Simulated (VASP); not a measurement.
Wanted: the native input for a VASP 6.6.1 run.

| Item | Value |
| --- | --- |
| Task | relaxation of cell and atoms |
| Functional | BLYP |
| Dispersion | D3(BJ) |
| Potentials or basis | VASP PAW PBE potentials, release 64 (Rb_sv) |
| Cutoff | 600 eV |
| k mesh | 3 × 3 × 1, shifted |
| Occupations | methfessel-paxton, width 0.2 eV |
| Spin | no spin polarisation |
| Dipole correction | no |
| Further INCAR settings | ALGO = Normal; EDIFF = 1e-06; ISYM = 0; IBRION = 2; EDIFFG = -0.05; NSW = 100; ISIF = 3 |

The structure of Rb lies in POSCAR:

```
Rb
1.0
    5.0887800000      0.0000000000      0.0000000000
   -2.5443900000      4.4070100000      0.0000000000
    0.0000000000      0.0000000000     16.8837300000
Rb
4
Direct
    0.0000000000      0.0000000000      0.0000000000
    0.3333333333      0.6666666667      0.7500000000
    0.0000000000      0.0000000000      0.5000000000
    0.6666666667      0.3333333333      0.2500000000
```

This isn't the form of Rb at room conditions, which is bcc.

These files were run (other wordings do the same):

INCAR

```
PREC = Accurate
ENCUT = 600
EDIFF = 1E-6
ISMEAR = 1
SIGMA = 0.2
LREAL = F
LASPH = T
NELM = 100
ALGO = Normal
ISIF = 3
LWAVE = F
LCHARG = F
GGA = B5
ALDAX = 1.0
AGGAX = 1.0
AGGAC = 1.0
ALDAC = 0.0
IVDW = 12
VDW_S6 = 1.0
VDW_S8 = 2.6996
VDW_A1 = 0.4298
VDW_A2 = 4.2359
IBRION = 2
NSW = 100
EDIFFG = -0.05
ISYM = 0
```

KPOINTS

```
Automatic mesh
0
Gamma
  3 3 1
  0.5 0.5 0.5
```

Potentials or basis: VASP PAW PBE potentials, release 64 (Rb_sv).

Run with:

```bash
$ cat potpaw_PBE.64/Rb_sv/POTCAR > POTCAR
$ mpirun -np 1 vasp_std > vasp.out
```

Results of the run:

```yaml
Relaxed_volume: 84.01 Å³/atom
Relaxed_cell: a = 4.890 Å, b = 4.890 Å, c = 16.225 Å, α = 90.00°, β = 90.00°, γ = 120.00°
Space_group_after_relaxing_to_0.1_Å: P6_3/mmc (No. 194)
Energy_gained_by_relaxing: 14.0 meV/atom
Ionic_steps: 3
Pressure_after_relaxing: -0.1 GPa
Band_gap_on_the_k_mesh: zero (bands 18 and 19 overlap by 0.47 eV)
Dispersion_energy_per_atom: -0.283 eV
```

Caveat: the k points lie up to 0.49 Å⁻¹ apart in the final cell; the PAW data sets were made with another functional, which shifts forces and pressure a little.

Run time: 6.2 min on 1 thread of Intel(R) Xeon(R) 6975P-C (Granite Rapids) (shared host), peak memory 0.62 GiB.
